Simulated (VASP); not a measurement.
# PbSe (Cmcm) in VASP: single point with r2SCAN

Aim: the single point of PbSe with r2SCAN.

Everything below comes from runs of VASP 6.6.1. Logs are shortened: lines on timing, memory, paths and dates and some standing lists are left out, and cuts for length are marked.

## 1. The cell of the first run

Symmetry: Cmcm, No. 63, orthorhombic system. Conventional cell: a = 4.310 Å, b = 12.268 Å, c = 4.450 Å, α = 90.00°, β = 90.00°, γ = 90.00°. Within 3.7 Å of Pb (site symmetry m2m) lie 5 Se at 2.82 to 3.10 Å. Within 3.7 Å of Se (site symmetry m2m) lie 5 Pb at 2.82 to 3.10 Å.

## 2. Single point, r2SCAN

POSCAR

```
PbSe
1.0
    2.1548770000     -6.1339470000      0.0000000000
    2.1548770000      6.1339470000      0.0000000000
    0.0000000000      0.0000000000      4.4504940000
Pb Se
2 2
Direct
    0.6317610000      0.3682390000      0.7500000000
    0.3682390000      0.6317610000      0.2500000000
    0.8612900000      0.1387100000      0.7500000000
    0.1387100000      0.8612900000      0.2500000000
```

INCAR.step1

```
SYSTEM = PbSe
PREC = Accurate
ENCUT = 520
ISMEAR = 0
SIGMA = 0.01
LREAL = .False.
LASPH = .True.
NELM = 80
NBANDS = 28
GGA = PE
ALGO = Normal
EDIFF = 1E-4
LWAVE = .True.
LCHARG = .False.
```

INCAR.step2

```
SYSTEM = PbSe
PREC = Accurate
ENCUT = 520
EDIFF = 1E-7
ISMEAR = 0
SIGMA = 0.01
LREAL = .False.
LASPH = .True.
NELM = 80
ALGO = Normal
ISIF = 2
LWAVE = .False.
LCHARG = .False.
METAGGA = R2SCAN
LMIXTAU = .True.
NBANDS = 28
ISTART = 1
```

KPOINTS

```
regular mesh
0
Gamma
  6 6 6
  0 0 0
```

Potentials or basis: VASP PAW PBE potentials, release 64 (Pb_d, Se).

Launch:

```
cat potpaw_PBE.64/Pb_d/POTCAR potpaw_PBE.64/Se/POTCAR > POTCAR
cp INCAR.step1 INCAR
mpirun -np 1 vasp_std > vasp.out
cp INCAR.step2 INCAR
mpirun -np 1 vasp_std > vasp.out
```

OUTCAR:

```text
SYSTEM = PbSe
   PREC = Accurate
   ENCUT = 520
   EDIFF = 1E-7
   ISMEAR = 0
   LREAL = .False.
   LASPH = .True.
   NELM = 80
   ISIF = 2
   METAGGA = R2SCAN
   ISTART = 1

 ion  position               nearest neighbor table
   1  0.632  0.368  0.750-   3 2.82   4 3.10   4 3.10   4 3.10   4 3.10   2 3.92   2 3.92
   2  0.368  0.632  0.250-   4 2.82   3 3.10   3 3.10   3 3.10   3 3.10   1 3.92   1 3.92
   3  0.861  0.139  0.750-   1 2.82   2 3.10   2 3.10   2 3.10   2 3.10
   4  0.139  0.861  0.250-   2 2.82   1 3.10   1 3.10   1 3.10   1 3.10

  LATTYP: Found a base centered orthorhombic cell.
 ALAT       =     4.3097540000
 B/A-ratio  =     2.8465415891
 C/A-ratio  =     1.0326561562

  Lattice vectors:

 A1 = (   2.1548770000,  -6.1339470000,   0.0000000000)
 A2 = (   2.1548770000,   6.1339470000,   0.0000000000)
 A3 = (   0.0000000000,   0.0000000000,   4.4504940000)

Analysis of symmetry for initial positions (statically):
=====================================================================
 Subroutine PRICEL returns:
 Original cell was already a primitive cell.

 Routine SETGRP: Setting up the symmetry group for a
 base centered orthorhombic supercell.

 Subroutine GETGRP returns: Found  8 space group operations
 (whereof  4 operations were pure point group operations)
 out of a pool of  8 trial point group operations.

The static configuration has the point symmetry C_2h.
 The point group associated with its full space group is D_2h.

Analysis of symmetry for dynamics (positions and initial velocities):
=====================================================================
 Subroutine PRICEL returns:
 Original cell was already a primitive cell.

 Routine SETGRP: Setting up the symmetry group for a
 base centered orthorhombic supercell.

 Subroutine GETGRP returns: Found  8 space group operations
 (whereof  4 operations were pure point group operations)
 out of a pool of  8 trial point group operations.

The dynamic configuration has the point symmetry C_2h.
 The point group associated with its full space group is D_2h.

 Subroutine INISYM returns: Found  8 space group operations
 (whereof  4 operations are pure point group operations),
 and found     1 'primitive' translations

----------------------------------------------------------------------------------------

                                     Primitive cell

  volume of cell :     117.6524

  direct lattice vectors                    reciprocal lattice vectors
     2.154877000 -6.133947000  0.000000000     0.232031805 -0.081513583  0.000000000
     2.154877000  6.133947000  0.000000000     0.232031805  0.081513583  0.000000000
     0.000000000  0.000000000  4.450494000     0.000000000  0.000000000  0.224694158

  length of vectors
     6.501446046  6.501446046  4.450494000     0.245933371  0.245933371  0.224694158

  position of ions in fractional coordinates (direct lattice)
     0.631761000  0.368239000  0.750000000
     0.368239000  0.631761000  0.250000000
     0.861290000  0.138710000  0.750000000
     0.138710000  0.861290000  0.250000000

  ion indices of the primitive-cell ions
   primitive index   ion index
                 1           1
                 2           2
                 3           3
                 4           4

----------------------------------------------------------------------------------------

 KPOINTS: regular mesh

Automatic generation of k-mesh.
 Grid dimensions read from file:
 generate k-points for:    6    6    6

 Generating k-lattice:

  Cartesian coordinates                     Fractional coordinates (reciprocal lattice)
     0.038671968 -0.013585597  0.000000000     0.166666667 -0.000000000  0.000000000
     0.038671968  0.013585597  0.000000000    -0.000000000  0.166666667  0.000000000
     0.000000000  0.000000000  0.037449026     0.000000000  0.000000000  0.166666667

  Length of vectors
     0.040988895  0.040988895  0.037449026

  Shift w.r.t. Gamma in fractional coordinates (k-lattice)
     0.000000000  0.000000000  0.000000000

 Subroutine IBZKPT returns following result:
 ===========================================

 Found     52 irreducible k-points:

 Following reciprocal coordinates:
            Coordinates               Weight
  0.000000  0.000000  0.000000      1.000000
  0.166667 -0.000000  0.000000      4.000000
  0.333333  0.000000  0.000000      4.000000
  0.500000 -0.000000  0.000000      2.000000
  0.166667  0.166667  0.000000      2.000000
  0.333333  0.166667  0.000000      4.000000
[... 16 lines left out ...]
  0.333333  0.333333  0.166667      4.000000
  0.500000  0.333333  0.166667      8.000000
 [... further k-points ...]
   k-points           NKPTS =     52   k-points in BZ     NKDIM =     52   number of bands    NBANDS=     28
   number of dos      NEDOS =    301   number of ions     NIONS =      4
   total plane-waves  NPLWV =  82944
   dimension x,y,z NGX =    48 NGY =   48 NGZ =   36
   dimension x,y,z NGXF=    96 NGYF=   96 NGZF=   72
   ions per type =               2   2
   NGX,Y,Z   is equivalent  to a cutoff of  12.27, 12.27, 13.45 a.u.
   NGXF,Y,Z  is equivalent  to a cutoff of  24.55, 24.55, 26.90 a.u.
 SYSTEM =  PbSe
   PREC   = accura    normal or accurate (medium, high low for compatibility)
   ISTART =      1    job   : 0-new  1-cont  2-samecut
   ICHARG =      0    charge: 1-file 2-atom 10-const
   ISPIN  =      1    spin polarized calculation?
   LNONCOLLINEAR =      F non collinear calculations
   LSORBIT =      F    spin-orbit coupling
   LASPH  =      T    aspherical Exc in radial PAW
   ENCUT  =  520.0 eV  38.22 Ry    6.18 a.u.  12.09 12.09  8.27*2*pi/ulx,y,z
   NELM   =     80;   NELMIN=  2; NELMDL=  0     # of ELM steps
   EDIFF  = 0.1E-06   stopping-criterion for ELM
   LREAL  =      F    real-space projection
   EDIFFG = 0.1E-05   stopping-criterion for IOM
   NSW    =      0    number of steps for IOM
   IBRION =     -1    ionic relax: 0-MD 1-quasi-New 2-CG
   NFREE  =      0    steps in history (QN), initial steepest desc. (CG)
   ISIF   =      2    stress and relaxation
   ISYM   =      2    0-nonsym 1-usesym 2-fastsym
   POTIM  = 0.5000    time-step for ionic-motion
   TEBEG  =    0.0;   TEEND  =   0.0 temperature during run
   PSTRESS=    0.0 pullay stress
   NELECT =      40.0000    total number of electrons
   NUPDOWN=      -1.0000    fix difference up-down
   EMIN   =  10.00;   EMAX   =-10.00  energy-range for DOS
   EFERMI =   0.00;   METHOD = LEGACY
   ISMEAR =     0;   SIGMA  =   0.01  broadening in eV -4-tet -1-fermi 0-gaus
   EFERMI_NEDOS =   21; number of points for ismear=-14 and -15
   IALGO  =     38    algorithm
   IMIX   =      4    mixing-type and parameters
     AMIX     =   0.40;   BMIX     =  1.00
     AMIX_MAG =   1.60;   BMIX_MAG =  1.00
  volume/ion in A,a.u.               =      29.41       198.49
  Fermi-wavevector in a.u.,A,eV,Ry     =   1.142601  2.159203 17.762909  1.305537
  Thomas-Fermi vector in A             =   2.279298
   LORBIT       =      0    0 simple, 1 ext, 2 COOP (PROOUT), +10 PAW based schemes
   METAGGA = R2SCAN    functional components
   LHFCALC =     F    Hartree Fock is set to
   AEXX    =    0.0000 exact exchange contribution
   IVDW    =     0    specifies the selected vdW correction
   LEPSILON=     F    determine dielectric tensor
   LRPA    =     F    only Hartree local field effects (RPA)
 non-spin polarized calculation
 Gauss-broadening in eV      SIGMA  =   0.01
  energy-cutoff  :      520.00
  volume of cell :      117.65
 maximum number of plane-waves:      3187
   NGX = 25   NGY = 25   NGZ = 17

 number of electron      39.9999995 magnetization

 Free energy of the ion-electron system (eV)
  ---------------------------------------------------
  ext. energy  EPLUGINS =         0.00000000
  ---------------------------------------------------
  free energy    TOTEN  =      -143.72494388 eV

  energy without entropy =     -143.72494388  energy(sigma->0) =     -143.72494388

 E-fermi :   4.1092     XC(G=0):  -9.9333

 val. band max:        4.0305295411   @ k =   0.0000   0.0000   0.5000
 cond. band min:       5.4670302983   @ k =   0.5000   0.5000   0.0000
 fundamental gap:      1.4365007572
 Fermi energy:         4.1091666924

 k-point     1 :       0.0000    0.0000    0.0000
  band No.  band energies     occupation
      1     -13.0051      2.00000
      2     -12.9168      2.00000
      3     -12.9113      2.00000
      4     -12.9045      2.00000
      5     -12.8894      2.00000
      6     -12.8818      2.00000
[... 20 lines left out ...]
     27       9.9863      0.00000
     28      11.4958      0.00000

 k-point     2 :       0.1667   -0.0000    0.0000
  band No.  band energies     occupation
      1     -12.9909      2.00000
      2     -12.9119      2.00000
      3     -12.9050      2.00000
      4     -12.9011      2.00000
      5     -12.8961      2.00000
      6     -12.8844      2.00000
[... 20 lines left out ...]
     27      10.4428      0.00000
     28      11.7706      0.00000

 k-point     3 :       0.3333    0.0000    0.0000
  band No.  band energies     occupation
      1     -12.9584      2.00000
      2     -12.9118      2.00000
      3     -12.9095      2.00000
      4     -12.9078      2.00000
      5     -12.8881      2.00000
      6     -12.8849      2.00000
[... 20 lines left out ...]
     27      12.1711      0.00000
     28      12.5276      0.00000

 k-point     4 :       0.5000   -0.0000    0.0000
  band No.  band energies     occupation
      1     -12.9296      2.00000
      2     -12.9229      2.00000
      3     -12.9173      2.00000
      4     -12.9156      2.00000
      5     -12.8859      2.00000
      6     -12.8832      2.00000
[... 20 lines left out ...]
     27      12.6319      0.00000
     28      13.5036      0.00000

 k-point     5 :       0.1667    0.1667    0.0000
  band No.  band energies     occupation
      1     -12.9600      2.00000
      2     -12.9149      2.00000
      3     -12.9060      2.00000
      4     -12.9051      2.00000
      5     -12.8871      2.00000
      6     -12.8867      2.00000
[... 20 lines left out ...]
     27      12.1916      0.00000
     28      12.1950      0.00000

 k-point     6 :       0.3333    0.1667    0.0000
  band No.  band energies     occupation
      1     -12.9297      2.00000
      2     -12.9226      2.00000
      3     -12.9212      2.00000
      4     -12.9106      2.00000
      5     -12.8878      2.00000
      6     -12.8796      2.00000
[... 463 lines left out ...]
      5     -12.8939      2.00000
      6     -12.8874      2.00000
[... 20 lines left out ...]
     27      11.4089      0.00000
     28      12.2855      0.00000

 k-point    22 :      -0.1667    0.1667    0.1667
  band No.  band energies     occupation
      1     -12.9903      2.00000
      2     -12.9170      2.00000
      3     -12.9080      2.00000
      4     -12.8985      2.00000
      5     -12.8939      2.00000
      6     -12.8885      2.00000
[... 20 lines left out ...]
     27      10.1588      0.00000
     28      11.7924      0.00000

 k-point    23 :       0.3333    0.3333    0.1667
  band No.  band energies     occupation
      1     -12.9634      2.00000
      2     -12.9337      2.00000
      3     -12.9063      2.00000
      4     -12.8983      2.00000
      5     -12.8883      2.00000
      6     -12.8841      2.00000
[... 20 lines left out ...]
     27      11.5380      0.00000
     28      12.2391      0.00000

 k-point    24 :       0.5000    0.3333    0.1667
  band No.  band energies     occupation
      1     -12.9799      2.00000
      2     -12.9116      2.00000
      3     -12.9045      2.00000
      4     -12.8992      2.00000
      5     -12.8907      2.00000
      6     -12.8884      2.00000
[... 20 lines left out ...]
     27      11.4797      0.00000
     28      11.8653      0.00000

 [... further k-points ...]

------------------------ aborting loop because EDIFF is reached ----------------------------------------

  FORCE on cell =-STRESS in cart. coord.  units (eV):
  Direction    XX          YY          ZZ          XY          YZ          ZX
  --------------------------------------------------------------------------------------
  -------------------------------------------------------------------------------------
  Total        0.0261655     -0.0835576      0.0200563      0.0000000      0.0000000      0.0000000
  in kB        0.3563184     -1.1378781      0.2731250      0.0000000      0.0000000      0.0000000
  external PRESSURE =      -0.1694782 kB  Pullay stress =       0.0000000 kB

 VOLUME and BASIS-vectors are now :
 -----------------------------------------------------------------------------
  energy-cutoff  :      520.00
  volume of cell :      117.65
      direct lattice vectors                 reciprocal lattice vectors
     2.154877000 -6.133947000  0.000000000     0.232031805 -0.081513583  0.000000000
     2.154877000  6.133947000  0.000000000     0.232031805  0.081513583  0.000000000
     0.000000000  0.000000000  4.450494000     0.000000000  0.000000000  0.224694158

 POSITION                                       TOTAL-FORCE (eV/Angst)
 -----------------------------------------------------------------------------------
      2.15488     -1.61643      3.33787         0.000000     -0.002915      0.000000
      2.15488      1.61643      1.11262         0.000000      0.002915     -0.000000
      2.15488     -4.43227      3.33787         0.000000      0.013650     -0.000000
      2.15488      4.43227      1.11262         0.000000     -0.013650     -0.000000
 -----------------------------------------------------------------------------------
    total drift:                                0.000000      0.000000      0.000000

  FREE ENERGIE OF THE ION-ELECTRON SYSTEM (eV)
  ---------------------------------------------------
  free  energy   TOTEN  =      -143.7249438827 eV

  energy  without entropy=     -143.7249438827  energy(sigma->0) =     -143.72494388
```

Wall time 5.8 min (1 thread of Intel Xeon Platinum 8559C (Emerald Rapids), shared host); peak memory 0.4 GiB.

What came out:

```
Free energy            : -143.7249 eV
Pressure               : 0.0 GPa
Largest force          : 0.014 eV/Å
Band gap on the k mesh : 1.44 eV (least direct gap 1.62 eV)
```

Forces in eV/Å, atoms in the order of the input:
```
Pb   0.000 -0.003  0.000
Pb   0.000  0.003  0.000
Se   0.000  0.014  0.000
Se   0.000 -0.014  0.000
```

Stress tensor (GPa, compression positive):
```
 0.04  0.00  0.00
 0.00 -0.11  0.00
 0.00  0.00  0.03
```

Levels at points of the mesh, in eV from the valence-band top:
```csv
k point,band 17,band 18,band 19,band 20,band 21,band 22,band 23,band 24
"(0.00, 0.00, 0.00)",-2.22,-1.59,-1.35,-0.42,4.88,4.92,5.07,5.72
"(0.50, 0.00, 0.00)",-1.24,-0.96,-0.44,-0.18,1.91,1.95,2.16,3.03
"(0.50, 0.50, 0.00)",-1.85,-1.77,-1.15,-0.56,1.44,4.67,4.90,5.07
"(0.00, 0.00, 0.50)",-0.93,-0.93,0.00,0.00,1.91,1.91,2.68,2.68
"(0.50, 0.00, 0.50)",-3.09,-3.09,-1.32,-1.32,3.54,3.54,5.88,5.88
"(0.50, 0.50, 0.50)",-1.04,-1.04,-0.30,-0.30,1.69,1.69,3.13,3.13
```

Caveat: the PAW data sets were made with another functional, which shifts forces and pressure a little; spin-orbit coupling is left out, which moves the levels of the heavy elements.
